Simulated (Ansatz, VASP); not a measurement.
One calculation of BP2, two programs

```xyz
3
Lattice="3.1311 0.0000 0.0000 -1.5655 2.7116 0.0000 0.0000 0.0000 4.1190" Properties=species:S:1:pos:R:3 pbc="T T T"
B     1.5655    0.9039    2.4861
P     0.0000    0.0000    1.3230
P     0.0000    1.8077    3.6492
```

Alike in both runs: functional PBE; k mesh 6 × 6 × 4; occupations gaussian, width 0.2 eV; no spin polarisation.

Ansatz relaxed the structure, and its values are those at the end. VASP's run is a single point on that final structure, the one shown.

|  | VASP | Ansatz |
| --- | --- | --- |
| version | VASP 6.6.1 | Ansatz 0.2.0 |
| potentials or method | VASP PAW PBE potentials, release 64 (B, P), cutoff 500 eV | scalar-relativistic, plane waves, PAW |
| valence electrons in the cell | 13 | 13 |

Ansatz gave:

- gap on the k mesh at the Fermi level (eV): none
- pressure (GPa): 0.0

Problem. Estimate VASP's values.

Solution. gap on the k mesh at the Fermi level (eV): none; pressure (GPa): -0.2.

A gap of «none» marks a metal or a gap that the smearing closes.

The k mesh is coarse, so the values compare programs but aren't converged.
